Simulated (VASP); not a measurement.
# Nb (Im-3m) in VASP: further runs, part 2 of 2

VASP 6.6.1. The steps go on from the part before.

## 5. Relaxation of cell and atoms, r2SCAN

This run uses another cell than the first one, of 18.43 Å³/atom, 0.964 times its volume.

Input file POSCAR:

```
Nb
1.0
   -1.6639500000      1.6639500000      1.6639500000
    1.6639500000     -1.6639500000      1.6639500000
    1.6639500000      1.6639500000     -1.6639500000
Nb
1
Direct
    0.0000000000      0.0000000000      0.0000000000
```

Input file INCAR.step1:

```
PREC     = Accurate       # precision mode
ENCUT    = 600            # plane-wave cutoff, eV
ISMEAR   = 0              # smearing method
SIGMA    = 0.1            # smearing width, eV
LREAL    = False          # projectors in reciprocal space
LASPH    = True           # aspherical terms in the spheres
NELM     = 80             # most SCF steps
GGA      = PE             # functional
ALGO     = Normal         # electronic algorithm
EDIFF    = 1E-4           # SCF threshold, eV
LWAVE    = True           # write WAVECAR
LCHARG   = False          # write CHGCAR
```

Input file INCAR.step2:

```
PREC     = Accurate       # precision mode
ENCUT    = 600            # plane-wave cutoff, eV
EDIFF    = 1E-7           # SCF threshold, eV
ISMEAR   = 0              # smearing method
SIGMA    = 0.1            # smearing width, eV
LREAL    = False          # projectors in reciprocal space
LASPH    = True           # aspherical terms in the spheres
NELM     = 80             # most SCF steps
ALGO     = Normal         # electronic algorithm
ISIF     = 3              # what is computed and relaxed
LWAVE    = False          # write WAVECAR
LCHARG   = False          # write CHGCAR
METAGGA  = R2SCAN         # meta-GGA
LMIXTAU  = True         
IBRION   = 2              # ionic algorithm
NSW      = 100            # ionic steps
EDIFFG   = -0.005         # ionic threshold
ISTART   = 1
```

Input file KPOINTS:

```
Automatic mesh
0
Gamma
  18 18 18
```

Potentials or basis: VASP PAW PBE potentials, release 64 (Nb_sv).

Launch:

```sh
> cat potpaw_PBE.64/Nb_sv/POTCAR > POTCAR
> cp INCAR.step1 INCAR
> mpirun -np 1 vasp_std > vasp.out
> cp INCAR.step2 INCAR
> mpirun -np 1 vasp_std > vasp.out
```

OUTCAR:

```text
PREC = Accurate
   ENCUT = 600
   EDIFF = 1E-7
   ISMEAR = 0
   LREAL = False
   LASPH = True
   NELM = 80
   ISIF = 3
   METAGGA = R2SCAN
   IBRION = 2
   NSW = 100
   EDIFFG = -0.005
   ISTART = 1

 ion  position               nearest neighbor table
   1  0.000  0.000  0.000-

  LATTYP: Found a body centered cubic cell.
 ALAT       =     3.3279000000

  Lattice vectors:

 A1 = (  -1.6639500000,   1.6639500000,   1.6639500000)
 A2 = (   1.6639500000,  -1.6639500000,   1.6639500000)
 A3 = (   1.6639500000,   1.6639500000,  -1.6639500000)

Analysis of symmetry for initial positions (statically):
=====================================================================
 Subroutine PRICEL returns:
 Original cell was already a primitive cell.

 Routine SETGRP: Setting up the symmetry group for a
 body centered cubic supercell.

 Subroutine GETGRP returns: Found 48 space group operations
 (whereof 48 operations were pure point group operations)
 out of a pool of 48 trial point group operations.

The static configuration has the point symmetry O_h .

Analysis of symmetry for dynamics (positions and initial velocities):
=====================================================================
 Subroutine PRICEL returns:
 Original cell was already a primitive cell.

 Routine SETGRP: Setting up the symmetry group for a
 body centered cubic supercell.

 Subroutine GETGRP returns: Found 48 space group operations
 (whereof 48 operations were pure point group operations)
 out of a pool of 48 trial point group operations.

The dynamic configuration has the point symmetry O_h .

 Subroutine INISYM returns: Found 48 space group operations
 (whereof 48 operations are pure point group operations),
 and found     1 'primitive' translations

----------------------------------------------------------------------------------------

                                     Primitive cell

  volume of cell :      18.4281

  direct lattice vectors                    reciprocal lattice vectors
    -1.663950000  1.663950000  1.663950000     0.000000000  0.300489798  0.300489798
     1.663950000 -1.663950000  1.663950000     0.300489798  0.000000000  0.300489798
     1.663950000  1.663950000 -1.663950000     0.300489798  0.300489798  0.000000000

  length of vectors
     2.882045941  2.882045941  2.882045941     0.424956748  0.424956748  0.424956748

  position of ions in fractional coordinates (direct lattice)
     0.000000000  0.000000000  0.000000000

  ion indices of the primitive-cell ions
   primitive index   ion index
                 1           1

----------------------------------------------------------------------------------------

 KPOINTS: Automatic mesh

Automatic generation of k-mesh.
 Grid dimensions read from file:
 generate k-points for:   18   18   18

[... 46 lines left out ...]
   number of dos      NEDOS =    301   number of ions     NIONS =      1
   total plane-waves  NPLWV =  13824
   dimension x,y,z NGX =    24 NGY =   24 NGZ =   24
   dimension x,y,z NGXF=    48 NGYF=   48 NGZF=   48
   ions per type =               1
   NGX,Y,Z   is equivalent  to a cutoff of  13.84, 13.84, 13.84 a.u.
   NGXF,Y,Z  is equivalent  to a cutoff of  27.69, 27.69, 27.69 a.u.
 SYSTEM =  unknown system
   PREC   = accura    normal or accurate (medium, high low for compatibility)
   ISTART =      1    job   : 0-new  1-cont  2-samecut
   ICHARG =      0    charge: 1-file 2-atom 10-const
   ISPIN  =      1    spin polarized calculation?
   LNONCOLLINEAR =      F non collinear calculations
   LSORBIT =      F    spin-orbit coupling
   LASPH  =      T    aspherical Exc in radial PAW
   ENCUT  =  600.0 eV  44.10 Ry    6.64 a.u.   5.76  5.76  5.76*2*pi/ulx,y,z
   NELM   =     80;   NELMIN=  2; NELMDL=  0     # of ELM steps
   EDIFF  = 0.1E-06   stopping-criterion for ELM
   LREAL  =      F    real-space projection
   EDIFFG = -.5E-02   stopping-criterion for IOM
   NSW    =    100    number of steps for IOM
   IBRION =      2    ionic relax: 0-MD 1-quasi-New 2-CG
   NFREE  =      1    steps in history (QN), initial steepest desc. (CG)
   ISIF   =      3    stress and relaxation
   ISYM   =      2    0-nonsym 1-usesym 2-fastsym
   POTIM  = 0.5000    time-step for ionic-motion
   TEBEG  =    0.0;   TEEND  =   0.0 temperature during run
   PSTRESS=    0.0 pullay stress
   NELECT =      13.0000    total number of electrons
   NUPDOWN=      -1.0000    fix difference up-down
   EMIN   =  10.00;   EMAX   =-10.00  energy-range for DOS
   EFERMI =   0.00;   METHOD = LEGACY
   ISMEAR =     0;   SIGMA  =   0.10  broadening in eV -4-tet -1-fermi 0-gaus
   EFERMI_NEDOS =   21; number of points for ismear=-14 and -15
   IALGO  =     38    algorithm
   IMIX   =      4    mixing-type and parameters
     AMIX     =   0.40;   BMIX     =  1.00
     AMIX_MAG =   1.60;   BMIX_MAG =  1.00
  volume/ion in A,a.u.               =      18.43       124.36
  Fermi-wavevector in a.u.,A,eV,Ry     =   1.457345  2.753983 28.896790  2.123854
  Thomas-Fermi vector in A             =   2.574157
   LORBIT       =      0    0 simple, 1 ext, 2 COOP (PROOUT), +10 PAW based schemes
   METAGGA = R2SCAN    functional components
   LHFCALC =     F    Hartree Fock is set to
   AEXX    =    0.0000 exact exchange contribution
   IVDW    =     0    specifies the selected vdW correction
   LEPSILON=     F    determine dielectric tensor
   LRPA    =     F    only Hartree local field effects (RPA)
 conjugate gradient relaxation of ions
 non-spin polarized calculation
 Gauss-broadening in eV      SIGMA  =   0.10
  energy-cutoff  :      600.00
  volume of cell :       18.43
 maximum number of plane-waves:       632
   NGX = 11   NGY = 11   NGZ = 11

--------------------------------------- Ionic step        1  -------------------------------------------

 number of electron      12.9999999 magnetization

 Free energy of the ion-electron system (eV)
  ---------------------------------------------------
  ext. energy  EPLUGINS =         0.00000000
  ---------------------------------------------------
  free energy    TOTEN  =       -24.84063384 eV

  energy without entropy =      -24.83277376  energy(sigma->0) =      -24.83670380

------------------------ aborting loop because EDIFF is reached ----------------------------------------

  FORCE on cell =-STRESS in cart. coord.  units (eV):
  Direction    XX          YY          ZZ          XY          YZ          ZX
  --------------------------------------------------------------------------------------
  -------------------------------------------------------------------------------------
  Total       -0.4255396     -0.4255396     -0.4255396      0.0000000      0.0000000     -0.0000000
  in kB      -36.9972748    -36.9972748    -36.9972748      0.0000000      0.0000000     -0.0000000
  external PRESSURE =     -36.9972748 kB  Pullay stress =       0.0000000 kB
[... 57 lines left out ...]
--------------------------------------- Ionic step        3  -------------------------------------------

 number of electron      13.0000000 magnetization

 Free energy of the ion-electron system (eV)
  ---------------------------------------------------
  ext. energy  EPLUGINS =         0.00000000
  ---------------------------------------------------
  free energy    TOTEN  =       -24.84533095 eV

  energy without entropy =      -24.83737388  energy(sigma->0) =      -24.84135241

 E-fermi :  11.0980     XC(G=0): -13.6200

 val. band max:       11.0943193893   @ k =  -0.2222   0.2778   0.1111
 cond. band min:      11.1116027931   @ k =  -0.3333   0.4444   0.0556
 fundamental gap:      0.0172834038
 Fermi energy:        11.0980077718

 k-point     1 :       0.0000    0.0000    0.0000
  band No.  band energies     occupation
      1     -45.0398      2.00000
      2     -19.5812      2.00000
      3     -19.5812      2.00000
      4     -19.5812      2.00000
      5       4.8336      2.00000
      6      11.5628      0.00000
      7      11.5628      0.00000
      8      11.5628      0.00000
      9      14.6821      0.00000
     10      14.6821      0.00000
[... 287 lines left out ...]
 k-point    24 :       0.3889    0.1111    0.0000
  band No.  band energies     occupation
      1     -44.7720      2.00000
      2     -20.9343      2.00000
      3     -20.0733      2.00000
      4     -19.6570      2.00000
      5       7.6230      2.00000
      6       9.5464      2.00000
      7      12.2057      0.00000
      8      14.5304      0.00000
      9      15.6627      0.00000
     10      18.1326      0.00000

 [... further k-points ...]

------------------------ aborting loop because EDIFF is reached ----------------------------------------

  FORCE on cell =-STRESS in cart. coord.  units (eV):
  Direction    XX          YY          ZZ          XY          YZ          ZX
  --------------------------------------------------------------------------------------
  -------------------------------------------------------------------------------------
  Total       -0.0047454     -0.0047454     -0.0047454      0.0000000      0.0000000      0.0000000
  in kB       -0.4216237     -0.4216237     -0.4216237      0.0000000      0.0000000      0.0000000
  external PRESSURE =      -0.4216237 kB  Pullay stress =       0.0000000 kB
[... 16 lines left out ...]
  FREE ENERGIE OF THE ION-ELECTRON SYSTEM (eV)
  ---------------------------------------------------
  free  energy   TOTEN  =       -24.8453309484 eV

  energy  without entropy=      -24.8373738784  energy(sigma->0) =      -24.84135241

 reached required accuracy - stopping structural energy minimisation
```

It took 8.6 min on 1 thread of Intel Xeon 8259CL, shared host; peak memory 0.19 GiB.

Results:

| Property | Result |
| --- | --- |
| Free energy | -24.8453 eV |
| Relaxed volume | 18.03 Å³/atom |
| Relaxed cell | a = 2.861 Å, b = 2.861 Å, c = 2.861 Å, α = 109.47°, β = 109.47°, γ = 109.47° |
| Space group after relaxing (to 0.05 Å) | Im-3m (No. 229) |
| Energy gained by relaxing | 4.7 meV/atom |
| Ionic steps | 3 |
| Pressure after relaxing | 0.0 GPa |

The path:
```tsv
step	energy change (eV)	largest force (eV/Å)	pressure (GPa)	volume (Å³)
1	0.0000	0.0000	-3.70	18.43
2	0.0115	0.0000	7.50	17.32
3	-0.0047	0.0000	-0.04	18.03
```

Final structure:
```
Nb
1.0
    -1.65196    1.65196    1.65196
     1.65196   -1.65196    1.65196
     1.65196    1.65196   -1.65196
Nb
1
Direct
  0.00000 0.00000 0.00000
```

Caveat: the PAW data sets were made with another functional, which shifts forces and pressure a little.

## 6. Overview

| task | cell | k mesh | cutoff (eV) | smearing | gap on the mesh (eV) | pressure (GPa) |
| --- | --- | --- | --- | --- | --- | --- |
| single point | a = 2.918 Å, angles 109.5°, 1 atom | 18 × 18 × 18 | 520 | gaussian 0.1 eV | none | -9.4 |
| single point | a = 2.862 Å, angles 109.5°, 1 atom | 18 × 18 × 18 | 520 | gaussian 0.1 eV | none | -0.2 |
| single point | a = 2.863 Å, angles 109.5°, 1 atom | 20 × 20 × 20 | 520 | fermi-dirac 0.15 eV | none | -0.2 |
| relaxation of cell and atoms | relaxed from a = 2.882 Å, angles 109.5°, 1 atom | 18 × 18 × 18 | 600 | gaussian 0.1 eV | none | 0.0 |

Alike in all rows: level r2SCAN; potentials or basis VASP PAW PBE potentials, release 64 (Nb_sv); no spin polarisation.

Caveats: the PAW data sets were made with another functional, which shifts forces and pressure a little.

Absolute energies hang on the potentials; compare differences alone.
